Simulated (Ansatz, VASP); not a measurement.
## Os: VASP beside Ansatz

```xyz
3
Lattice="4.4362 0.0000 0.0000 -2.2181 3.8419 0.0000 0.0000 0.0000 2.7918" Properties=species:S:1:pos:R:3 pbc="T T T"
Os    2.2181    3.8419    2.7918
Os    0.0000    2.5612    1.3959
Os    2.2181    1.2806    1.3959
```

Alike in both runs: task single point; functional PBE; k mesh 10 × 10 × 13; occupations fermi-dirac, width 0.1 eV; no spin polarisation.

|  | VASP | Ansatz |
| --- | --- | --- |
| version | VASP 6.6.1 | Ansatz 0.2.0 |
| potentials or method | VASP PAW PBE potentials, release 64 (Os), cutoff 520 eV | plane waves (420 eV) with PAW, scalar-relativistic |
| valence electrons in the cell | 24 | 48 |

Ansatz gave:

| Quantity | Value |
| --- | --- |
| pressure (GPa) | -23.7 |
| traceless stress, the component that is largest in VASP (GPa) | 2.73 |

**Question.** Which values does VASP return?

**Answer.** Pressure (GPa): -24.3; traceless stress, the component that is largest in VASP (GPa): 2.88.

With one functional, cell and mesh, what is left measures potentials, basis and numerics. VASP's potentials hold 24 valence electrons a cell and Ansatz's 48, so a difference there can come from the potentials and not from the codes.

Neither program's run includes spin-orbit coupling.
